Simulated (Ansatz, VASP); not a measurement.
## ZnSe: VASP beside Ansatz

```
CELL_PARAMETERS angstrom
0.00000 2.73600 2.73600
2.73600 0.00000 2.73600
2.73600 2.73600 0.00000
ATOMIC_POSITIONS crystal
Zn 0.00000 0.00000 0.00000
Se 0.25000 0.25000 0.25000
```

Alike in both runs: task single point; functional PBEsol; k mesh 6 × 6 × 6; no spin polarisation.

|  | VASP | Ansatz |
| --- | --- | --- |
| version | VASP 6.6.1 | Ansatz 0.2.0 |
| potentials or method | VASP PAW PBE potentials, release 64 (Zn, Se), cutoff 520 eV | plane waves, PAW |
| occupations | gaussian, width 0.01 eV | fixed |
| valence electrons in the cell | 18 | 28 |

VASP gave:

```
pressure (GPa) : 7.4
```

Task: Estimate Ansatz's values.

Result: Pressure (GPa): 7.0.

VASP's potentials were made for PBE, not for PBEsol. VASP's potentials hold 18 valence electrons a cell and Ansatz's 28, so a difference there can come from the potentials and not from the codes.
